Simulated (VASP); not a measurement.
# Nb in VASP: notebook, part 2 of 2

VASP 6.6.1. Earlier steps stand in the parts before.

**3. Single point, PBEsol**

This run uses another cell than the first one, of 19.19 Å³/atom, 1.062 times its volume.

INCAR reads:

```
PREC     = Accurate       # precision mode
ENCUT    = 500            # plane-wave cutoff, eV
EDIFF    = 1E-6           # SCF threshold, eV
ISMEAR   = 0              # smearing method
SIGMA    = 0.1            # smearing width, eV
LREAL    = False          # projectors in reciprocal space
LASPH    = True           # aspherical terms in the spheres
NELM     = 120            # most SCF steps
ALGO     = Normal         # electronic algorithm
ISIF     = 2              # what is computed and relaxed
LWAVE    = False          # write WAVECAR
LCHARG   = True           # write CHGCAR
GGA      = PS             # functional
LELF     = True           # ELF
LVHAR    = True         
NBANDS   = 12             # bands
GGA_COMPAT= False
```

KPOINTS reads:

```
regular mesh
0
Gamma
  8 8 8
```

POSCAR reads:

```
Nb
1.0
    0.0000000000      2.1251030734      2.1251030734
    2.1251030734      0.0000000000      2.1251030734
    2.1251030734      2.1251030734      0.0000000000
Nb
1
Direct
    0.0000000000      0.0000000000      0.0000000000
```

Potentials or basis: VASP PAW PBE potentials, release 64 (Nb_sv).

Started as:

```console
$ cat potpaw_PBE.64/Nb_sv/POTCAR > POTCAR
$ mpirun -np 1 vasp_std > vasp.out
```

OUTCAR:

```text
PREC = Accurate
   ENCUT = 500
   EDIFF = 1E-6
   ISMEAR = 0
   LREAL = False
   LASPH = True
   NELM = 120
   ISIF = 2
   GGA = PS

 ion  position               nearest neighbor table
   1  0.000  0.000  0.000-

  LATTYP: Found a face centered cubic cell.
 ALAT       =     4.2502061468

  Lattice vectors:

 A1 = (   0.0000000000,   2.1251030734,   2.1251030734)
 A2 = (   2.1251030734,   0.0000000000,   2.1251030734)
 A3 = (   2.1251030734,   2.1251030734,   0.0000000000)

Analysis of symmetry for initial positions (statically):
=====================================================================
 Subroutine PRICEL returns:
 Original cell was already a primitive cell.

 Routine SETGRP: Setting up the symmetry group for a
 face centered cubic supercell.

 Subroutine GETGRP returns: Found 48 space group operations
 (whereof 48 operations were pure point group operations)
 out of a pool of 48 trial point group operations.

The static configuration has the point symmetry O_h .

Analysis of symmetry for dynamics (positions and initial velocities):
=====================================================================
 Subroutine PRICEL returns:
 Original cell was already a primitive cell.

 Routine SETGRP: Setting up the symmetry group for a
 face centered cubic supercell.

 Subroutine GETGRP returns: Found 48 space group operations
 (whereof 48 operations were pure point group operations)
 out of a pool of 48 trial point group operations.

The dynamic configuration has the point symmetry O_h .

 Subroutine INISYM returns: Found 48 space group operations
 (whereof 48 operations are pure point group operations),
 and found     1 'primitive' translations

----------------------------------------------------------------------------------------

                                     Primitive cell

  volume of cell :      19.1942

  direct lattice vectors                    reciprocal lattice vectors
     0.000000000  2.125103073  2.125103073    -0.235282705  0.235282705  0.235282705
[... 108 lines left out ...]
   LORBIT       =      0    0 simple, 1 ext, 2 COOP (PROOUT), +10 PAW based schemes
   GGA     = PS    functional components
   LHFCALC =     F    Hartree Fock is set to
   AEXX    =    0.0000 exact exchange contribution
   IVDW    =     0    specifies the selected vdW correction
   LEPSILON=     F    determine dielectric tensor
   LRPA    =     F    only Hartree local field effects (RPA)
 non-spin polarized calculation
 Gauss-broadening in eV      SIGMA  =   0.10
  energy-cutoff  :      500.00
  volume of cell :       19.19
 maximum number of plane-waves:       531
 NGX is ok and might be reduce to    24
   NGX = 11   NGY = 11   NGZ = 11

 number of electron      13.0000000 magnetization

 Free energy of the ion-electron system (eV)
  ---------------------------------------------------
  ext. energy  EPLUGINS =         0.00000000
  ---------------------------------------------------
  free energy    TOTEN  =       -10.56564682 eV

  energy without entropy =      -10.55900965  energy(sigma->0) =      -10.56232824

 E-fermi :  10.5415     XC(G=0): -12.3030

 val. band max:       10.4883386684   @ k =   0.5000   0.2500   0.0000
 cond. band min:      10.5634221559   @ k =  -0.2500   0.1250   0.0000
 fundamental gap:      0.0750834876
 Fermi energy:        10.5414929018

 k-point     1 :       0.0000    0.0000    0.0000
  band No.  band energies     occupation
      1     -44.1747      2.00000
      2     -19.6233      2.00000
      3     -19.6233      2.00000
      4     -19.6233      2.00000
      5       4.3322      2.00000
      6      10.6541      0.11141
      7      10.6541      0.11141
      8      10.6541      0.11141
      9      13.1652      0.00000
     10      13.1652      0.00000
     11      22.3356      0.00000
     12      26.9675      0.00000
[... 331 lines left out ...]
 k-point    24 :      -0.3750    0.2500    0.1250
  band No.  band energies     occupation
      1     -43.9676      2.00000
      2     -20.5871      2.00000
      3     -20.0659      2.00000
      4     -19.8626      2.00000
      5       7.9996      2.00000
      6       8.9667      2.00000
      7      10.4035      1.94897
      8      11.6881      0.00000
      9      14.7453      0.00000
     10      17.6539      0.00000
     11      19.8596      0.00000
     12      24.5200      0.00000

 [... further k-points ...]
[... 5 lines left out ...]
  --------------------------------------------------------------------------------------
  -------------------------------------------------------------------------------------
  Total       -1.1580013     -1.1580013     -1.1580013      0.0000000     -0.0000000      0.0000000
  in kB      -96.6606340    -96.6606340    -96.6606340      0.0000000     -0.0000000      0.0000000
  external PRESSURE =     -96.6606340 kB  Pullay stress =       0.0000000 kB

 VOLUME and BASIS-vectors are now :
 -----------------------------------------------------------------------------
  energy-cutoff  :      500.00
  volume of cell :       19.19
      direct lattice vectors                 reciprocal lattice vectors
     0.000000000  2.125103073  2.125103073    -0.235282705  0.235282705  0.235282705
     2.125103073  0.000000000  2.125103073     0.235282705 -0.235282705  0.235282705
     2.125103073  2.125103073  0.000000000     0.235282705  0.235282705 -0.235282705

 POSITION                                       TOTAL-FORCE (eV/Angst)
 -----------------------------------------------------------------------------------
      0.00000      0.00000      0.00000         0.000000      0.000000      0.000000
 -----------------------------------------------------------------------------------
    total drift:                               -0.000000     -0.000000      0.000000

  FREE ENERGIE OF THE ION-ELECTRON SYSTEM (eV)
  ---------------------------------------------------
  free  energy   TOTEN  =       -10.5656468229 eV

  energy  without entropy=      -10.5590096542  energy(sigma->0) =      -10.56232824
```

It used 11 s of CPU time on 1 thread of AMD EPYC 7R13 Processor (Zen 3) (shared host).

Results:

| Quantity | Value |
| --- | --- |
| Free energy | -10.5656 eV |
| Pressure | -9.7 GPa |

Levels at points of the mesh, in eV from the Fermi level:
```
           k point  band 3  band 4  band 5  band 6  band 7  band 8  band 9  band 10
(0.00, 0.00, 0.00)  -30.16  -30.16   -6.21    0.11    0.11    0.11    2.62     2.62
(0.50, 0.00, 0.00)  -30.31  -30.31   -3.77   -0.07   -0.07    1.27    4.55     4.55
(0.50, 0.50, 0.00)  -30.56  -30.56   -3.96   -3.22    3.43    4.52    5.10     5.10
```

Caveat: the PAW data sets were made with another functional, which shifts forces and pressure a little.

**4. Single point, PBEsol**

This run uses another cell than the first one, of 19.00 Å³/atom, 1.051 times its volume.

INCAR reads:

```
SYSTEM = Nb
ALGO = Normal
EDIFF = 1E-6
ENCUT = 500
GGA = PS
GGA_COMPAT = .FALSE.
ISIF = 2
ISMEAR = 0
LASPH = .TRUE.
LCHARG = .FALSE.
LREAL = .FALSE.
LWAVE = .FALSE.
NBANDS = 12
NELM = 120
PREC = Accurate
SIGMA = 0.1
```

KPOINTS reads:

```
k-points
0
G
  8 8 8
  0 0 0
```

POSCAR reads:

```
Nb
1.0
   -1.4615094497      1.4615094497      2.2234734207
    1.4615094497     -1.4615094497      2.2234734207
    1.4615094497      1.4615094497     -2.2234734207
Nb
1
Direct
    0.0000000000      0.0000000000      0.0000000000
```

Started as:

```console
$ cat potpaw_PBE.64/Nb_sv/POTCAR > POTCAR
$ mpirun -np 1 vasp_std > vasp.out
```

It used 19 s of CPU time on 1 thread of AMD EPYC 7R13 Processor (Zen 3), with other jobs on the host.

The run converged. Its results:

```
Free energy : -10.6216 eV
Pressure    : -8.8 GPa
```

Stress tensor (GPa, compression positive):
```
-13.25   0.00   0.00
  0.00 -13.25   0.00
  0.00   0.00   0.15
```

Levels at points of the mesh, in eV from the Fermi level:
```csv
k point,band 4,band 5,band 6,band 7,band 8,band 9
"(0.00, 0.00, 0.00)",-30.09,-6.20,-0.41,0.46,0.46,2.05
"(0.50, 0.00, 0.00)",-30.18,-3.78,-0.47,0.41,1.35,4.41
"(0.50, 0.50, 0.00)",-30.47,-3.99,-3.24,3.96,4.50,4.73
"(0.50, 0.50, 0.50)",-30.42,-3.96,-3.15,2.70,4.69,5.15
```

Caveat: the k points lie up to 0.38 Å⁻¹ apart; the PAW data sets were made with another functional, which shifts forces and pressure a little.

**5. Summary**

| cell | gap on the mesh (eV) | pressure (GPa) |
| --- | --- | --- |
| a = 2.945 Å, angles 60.0°, 1 atom | none | -0.2 |
| a = 3.005 Å, angles 60.0°, 1 atom | none | -9.7 |
| a = 3.036 Å, angles 122.4, 122.4, 85.8°, 1 atom | none | -8.8 |

Alike in all rows: task single point; level PBEsol; potentials or basis VASP PAW PBE potentials, release 64 (Nb_sv); no spin polarisation; k mesh 8 × 8 × 8; cutoff (eV) 500; smearing gaussian 0.1 eV.

Caveats: some runs use coarse meshes; the PAW data sets were made with another functional, which shifts forces and pressure a little.

Absolute energies hang on the potentials; compare differences alone.
